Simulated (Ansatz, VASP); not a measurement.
**Ta2H in VASP and in Ansatz**

```
Ta H
1.0
     3.27986    0.00000    0.00000
     0.00000    3.27986    0.00000
     0.00000    0.00000    3.32511
Ta H
2 1
Direct
  0.50000 0.00000 0.73969
  0.00000 0.50000 0.26031
  0.00000 0.00000 0.00000
```

Change from the starting cell: equal strain along all axes, cell held, atoms relaxed: -2.0 %.

Alike in both runs: functional PBEsol; k mesh 12 × 12 × 12; occupations gaussian, width 0.1 eV; no spin polarisation.

Ansatz relaxed the structure, and its values are those at the end. VASP's run is a single point on that final structure, the one shown.

|  | VASP | Ansatz |
| --- | --- | --- |
| version | VASP 6.6.1 | Ansatz 0.2.0 |
| potentials or method | VASP PAW PBE potentials, release 64 (Ta_pv, H), cutoff 520 eV | scalar-relativistic, plane waves, PAW |
| valence electrons in the cell | 23 | 27 |

```tsv
	VASP	Ansatz	Ansatz less VASP
gap on the k mesh at the Fermi level (eV)	none	none	-
pressure (GPa)	15.0	14.7	-0.33
rms of the force components (eV/Å)	0.007	0.000	-0.0065
```

VASP's potentials were made for PBE, not for PBEsol. A gap of «none» marks a metal or a gap that the smearing closes. VASP's potentials hold 23 valence electrons a cell and Ansatz's 27, so a difference there can come from the potentials and not from the codes. Ansatz's warnings: stress scf threshold loose.

Neither program's run includes spin-orbit coupling.
